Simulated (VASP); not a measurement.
# GaN (F-43m) in VASP: vibrations by perturbation theory with PBE

Aim: the vibrations by perturbation theory of GaN with PBE.

All numbers are computed with VASP 6.6.1; they aren't measurements. Logs are shortened: lines on timing, memory, paths and dates and some standing lists are left out, and cuts for length are marked.

### 1 The cell of the first run

Symmetry: F-43m, No. 216, cubic system. The conventional cell has a = 4.507 Å, b = 4.507 Å, c = 4.507 Å, α = 90.00°, β = 90.00°, γ = 90.00°. Ga (site symmetry -43m) has 4 N at 1.95 Å within 2.6 Å. N (site symmetry -43m) has 4 Ga at 1.95 Å within 2.6 Å.

### 2 Vibrations by perturbation theory, PBE

Contents of INCAR:

```
SYSTEM = GaN
PREC = Accurate
ENCUT = 520
EDIFF = 1E-8
ISMEAR = 0
SIGMA = 0.01
LREAL = .False.
LASPH = .True.
NELM = 100
ALGO = Normal
ISIF = 2
LWAVE = .False.
LCHARG = .False.
GGA = PE
NBANDS = 16
IBRION = 8
NSW = 1
LEPSILON = .True.
```

Contents of KPOINTS:

```
Automatic mesh
0
Gamma
  8 8 8
  0 0 0
```

Contents of POSCAR:

```
GaN
1.0
    0.0000000000      2.2535006100      2.2535006100
    2.2535006100      0.0000000000      2.2535006100
    2.2535006100      2.2535006100      0.0000000000
Ga N
1 1
Direct
    0.0000000000      0.0000000000      0.0000000000
    0.7500000000      0.7500000000      0.7500000000
```

Potentials or basis: VASP PAW PBE potentials, release 64 (Ga_d, N).

The run is started by

```console
cat potpaw_PBE.64/Ga_d/POTCAR potpaw_PBE.64/N/POTCAR > POTCAR
mpirun -np 1 vasp_std > vasp.out
```

OUTCAR:

```text
SYSTEM = GaN
   PREC = Accurate
   ENCUT = 520
   EDIFF = 1E-8
   ISMEAR = 0
   LREAL = .False.
   LASPH = .True.
   NELM = 100
   ISIF = 2
   GGA = PE
   IBRION = 8
   NSW = 1
   LEPSILON = .True.

 ion  position               nearest neighbor table
   1  0.000  0.000  0.000-   2 1.95   2 1.95   2 1.95   2 1.95
   2  0.750  0.750  0.750-   1 1.95   1 1.95   1 1.95   1 1.95

  LATTYP: Found a face centered cubic cell.
 ALAT       =     4.5070012200

  Lattice vectors:

 A1 = (   0.0000000000,   2.2535006100,   2.2535006100)
 A2 = (   2.2535006100,   0.0000000000,   2.2535006100)
 A3 = (   2.2535006100,   2.2535006100,   0.0000000000)

Analysis of symmetry for initial positions (statically):
=====================================================================
 Subroutine PRICEL returns:
 Original cell was already a primitive cell.

 Routine SETGRP: Setting up the symmetry group for a
 face centered cubic supercell.

 Subroutine GETGRP returns: Found 24 space group operations
 (whereof 24 operations were pure point group operations)
 out of a pool of 48 trial point group operations.

The static configuration has the point symmetry T_d .

Analysis of symmetry for dynamics (positions and initial velocities):
=====================================================================
 Subroutine PRICEL returns:
 Original cell was already a primitive cell.

 Routine SETGRP: Setting up the symmetry group for a
 face centered cubic supercell.

 Subroutine GETGRP returns: Found 24 space group operations
 (whereof 24 operations were pure point group operations)
 out of a pool of 48 trial point group operations.

The dynamic configuration has the point symmetry T_d .

 Subroutine INISYM returns: Found 24 space group operations
 (whereof 24 operations are pure point group operations),
 and found     1 'primitive' translations

----------------------------------------------------------------------------------------

                                     Primitive cell

  volume of cell :      22.8877

  direct lattice vectors                    reciprocal lattice vectors
     0.000000000  2.253500610  2.253500610    -0.221877020  0.221877020  0.221877020
     2.253500610  0.000000000  2.253500610     0.221877020 -0.221877020  0.221877020
     2.253500610  2.253500610  0.000000000     0.221877020  0.221877020 -0.221877020

  length of vectors
     3.186931125  3.186931125  3.186931125     0.384302272  0.384302272  0.384302272

  position of ions in fractional coordinates (direct lattice)
     0.000000000  0.000000000  0.000000000
     0.750000000  0.750000000  0.750000000

  ion indices of the primitive-cell ions
   primitive index   ion index
                 1           1
                 2           2

----------------------------------------------------------------------------------------

 KPOINTS: Automatic mesh

Automatic generation of k-mesh.
 Grid dimensions read from file:
 generate k-points for:    8    8    8

 Generating k-lattice:

  Cartesian coordinates                     Fractional coordinates (reciprocal lattice)
    -0.027734628  0.027734628  0.027734628     0.125000000  0.000000000  0.000000000
     0.027734628 -0.027734628  0.027734628     0.000000000  0.125000000  0.000000000
     0.027734628  0.027734628 -0.027734628     0.000000000  0.000000000  0.125000000

  Length of vectors
     0.048037784  0.048037784  0.048037784

  Shift w.r.t. Gamma in fractional coordinates (k-lattice)
     0.000000000  0.000000000  0.000000000

 Subroutine IBZKPT returns following result:
 ===========================================

 Found     29 irreducible k-points:
[... 563 lines left out ...]
  energy-cutoff  :      520.00
  volume of cell :       22.89
      direct lattice vectors                 reciprocal lattice vectors
     0.000000000  2.253500610  2.253500610    -0.221877020  0.221877020  0.221877020
     2.253500610  0.000000000  2.253500610     0.221877020 -0.221877020  0.221877020
     2.253500610  2.253500610  0.000000000     0.221877020  0.221877020 -0.221877020

 POSITION                                       TOTAL-FORCE (eV/Angst)
 -----------------------------------------------------------------------------------
      0.00000      0.00000      0.00000         0.000000      0.000000      0.000000
      3.38025      3.38025      3.38025        -0.000000     -0.000000     -0.000000
 -----------------------------------------------------------------------------------
    total drift:                               -0.000002     -0.000002     -0.000001

  FREE ENERGIE OF THE ION-ELECTRON SYSTEM (eV)
  ---------------------------------------------------
  free  energy   TOTEN  =       -12.1427524628 eV

  energy  without entropy=      -12.1427524628  energy(sigma->0) =      -12.14275246

 HEAD OF MICROSCOPIC STATIC DIELECTRIC TENSOR (INDEPENDENT PARTICLE, excluding Hartree and local field effects)
 ------------------------------------------------------
           6.323141     0.000000    -0.000000
           0.000000     6.323141     0.000000
          -0.000000     0.000000     6.323141
 ------------------------------------------------------

 Free energy of the ion-electron system (eV)
  ---------------------------------------------------
  ---------------------------------------------------
  free energy    TOTEN  =        -0.35454269 eV

  energy without entropy =       -0.35454269

------------------------ aborting loop because EDIFF is reached ----------------------------------------

--------------------------------------- Ionic step        2  -------------------------------------------

------------------------ aborting loop because EDIFF is reached ----------------------------------------

--------------------------------------- Ionic step        3  -------------------------------------------

------------------------ aborting loop because EDIFF is reached ----------------------------------------

 PIEZOELECTRIC TENSOR FIELD DIRECTION 3  (e Angst)
 -----------------------------------------------------------------------------
    -0.00056  1.47138  0.00000           ( -0.00000  0.10074  0.00000)
     1.47138 -0.00056  0.00000           (  0.10074 -0.00000  0.00000)
     0.00000  0.00000  0.00016           (  0.00000  0.00000 -0.00000)

 PIEZOELECTRIC TENSOR FIELD DIRECTION 3  (C/m^2)
 -----------------------------------------------------------------------------
    -0.00039  1.02999  0.00000
     1.02999 -0.00039  0.00000
     0.00000  0.00000  0.00011

--------------------------------------- Ionic step        4  -------------------------------------------

------------------------ aborting loop because EDIFF is reached ----------------------------------------

[... ionic steps 5 to 6 ...]

--------------------------------------- Ionic step        7  -------------------------------------------

 Free energy of the ion-electron system (eV)
  ---------------------------------------------------
  ---------------------------------------------------
  free energy    TOTEN  =        -0.23357570 eV

  energy without entropy =       -0.23357570

------------------------ aborting loop because EDIFF is reached ----------------------------------------

 INTERNAL STRAIN TENSOR  FOR ION    2  DIRECTION 1   (eV/Angst):
 -----------------------------------------------------------------------------
     0.00605  0.00000  0.00000
     0.00000 -0.00757  8.43466
     0.00000  8.43466 -0.00757

 MACROSCOPIC STATIC DIELECTRIC TENSOR (including local field effects in DFT)
 ------------------------------------------------------
           6.193003     0.000000     0.000000
           0.000000     6.193003     0.000000
          -0.000000    -0.000000     6.193003
 ------------------------------------------------------

 PIEZOELECTRIC TENSOR (including local field effects)  for field in x, y, z        (e  Angst)
          XX          YY          ZZ          XY          YZ          ZX
  --------------------------------------------------------------------------------
  x     0.00000    -0.00000    -0.00000    -0.00000     1.47270    -0.00000
  y     0.00000     0.00000     0.00000     0.00000    -0.00000     1.47270
  z     0.00000     0.00000     0.00000     1.47270     0.00000    -0.00000

 PIEZOELECTRIC TENSOR (including local field effects)  for field in x, y, z        (C/m^2)
          XX          YY          ZZ          XY          YZ          ZX
  --------------------------------------------------------------------------------
  x     0.00000    -0.00000    -0.00000    -0.00000     1.03092    -0.00000
  y     0.00000     0.00000     0.00000     0.00000    -0.00000     1.03092
  z     0.00000     0.00000     0.00000     1.03092     0.00000    -0.00000

 BORN EFFECTIVE CHARGES (including local field effects) (in |e|, cummulative output)
 ---------------------------------------------------------------------------------
 ion    1
    1     2.67521     0.00000     0.00000
    2     0.00000     2.67521    -0.00000
    3    -0.00000    -0.00000     2.67521
 ion    2
    1    -2.67521    -0.00000    -0.00000
    2     0.00000    -2.67521     0.00000
    3     0.00000     0.00000    -2.67521

 INTERNAL STRAIN TENSOR FOR ION    2 for displacements in x,y,z  (eV/Angst):
          X           Y           Z          XY          YZ          ZX
  --------------------------------------------------------------------------------
  x     0.00000     0.00000     0.00000     0.00000     8.43466     0.00000
  y     0.00000     0.00000     0.00000     0.00000     0.00000     8.43466
  z     0.00000     0.00000     0.00000     8.43466     0.00000     0.00000

 SECOND DERIVATIVES (NOT SYMMETRIZED)
 ------------------------------------
               1X          1Y          1Z          2X          2Y          2Z
  1X   -12.267590    0.000000    0.000000   12.267590    0.000000    0.000000
  1Y     0.000000  -12.267590    0.000000    0.000000   12.267590    0.000000
  1Z     0.000000    0.000000  -12.267590    0.000000    0.000000   12.267590
  2X    12.247265    0.000000    0.000000  -12.247265    0.000000    0.000000
  2Y     0.000000   12.247265    0.000000    0.000000  -12.247265    0.000000
  2Z     0.000000    0.000000   12.247265    0.000000    0.000000  -12.247265

 Eigenvectors and eigenvalues of the dynamical matrix
 ----------------------------------------------------

   1 f  =   16.024629 THz   100.685713 2PiTHz  534.524082 cm-1    66.272510 meV
             X         Y         Z           dx          dy          dz
      0.000000  0.000000  0.000000     0.000000    0.409218    0.000000
      3.380251  3.380251  3.380251     0.000000   -0.912437    0.000000
[... 21 lines left out ...]
   6 f/i=    0.004961 THz     0.031170 2PiTHz    0.165477 cm-1     0.020517 meV
             X         Y         Z           dx          dy          dz
      0.000000  0.000000  0.000000     0.000000    0.000000    0.912437
      3.380251  3.380251  3.380251     0.000000    0.000000    0.409218

--------------------------------------------------------------------------------------------------------

 MACROSCOPIC STATIC DIELECTRIC TENSOR IONIC CONTRIBUTION
 ------------------------------------------------------
           4.616127    -0.000000    -0.000000
          -0.000000     4.616127    -0.000000
          -0.000000    -0.000000     4.616127
 ------------------------------------------------------

 ELASTIC MODULI CONTR FROM IONIC RELAXATION (kBar)
 Direction    XX          YY          ZZ          XY          YZ          ZX
 --------------------------------------------------------------------------------
 XX          -0.0000      0.0000      0.0000      0.0000     -0.0000      0.0000
 YY           0.0000     -0.0000      0.0000      0.0000      0.0000     -0.0000
 ZZ           0.0000      0.0000     -0.0000     -0.0000      0.0000      0.0000
 XY           0.0000      0.0000     -0.0000   -376.7940      0.0000      0.0000
 YZ          -0.0000      0.0000      0.0000      0.0000   -376.7940      0.0000
 ZX           0.0000     -0.0000      0.0000      0.0000      0.0000   -376.7940
 --------------------------------------------------------------------------------

 PIEZOELECTRIC TENSOR IONIC CONTR  for field in x, y, z        (C/m^2)
          XX          YY          ZZ          XY          YZ          ZX
  --------------------------------------------------------------------------------
  x    -0.00000     0.00000     0.00000     0.00000    -1.24098     0.00000
  y     0.00000    -0.00000     0.00000     0.00000     0.00000    -1.24098
  z     0.00000     0.00000    -0.00000    -1.24098     0.00000     0.00000
```

Wall time 2.3 min (1 thread of Intel Xeon Platinum 8559C (Emerald Rapids), shared host); peak memory 0.21 GiB.

Results:

```
Electronic dielectric tensor (diagonal)                 : 6.19
Born charges (mean of the diagonal)                     : Ga +2.68; N -2.68 e
Highest phonon frequency at Γ, LO-TO splitting left out : 535 cm⁻¹
```

Phonon frequencies in cm⁻¹ (negative: imaginary):
```
              q point        frequencies
(0.000, 0.000, 0.000)  0 0 0 535 535 535
```

Electronic dielectric tensor:
```
6.19 0.00 0.00
0.00 6.19 0.00
0.00 0.00 6.19
```

Born effective charge tensors (e):
atom 1, Ga
```
2.68 0.00 0.00
0.00 2.68 0.00
0.00 0.00 2.68
```
atom 2, N
```
-2.68  0.00  0.00
 0.00 -2.68  0.00
 0.00  0.00 -2.68
```

Caveat: the cell wasn't relaxed at this level first, which shifts response properties.
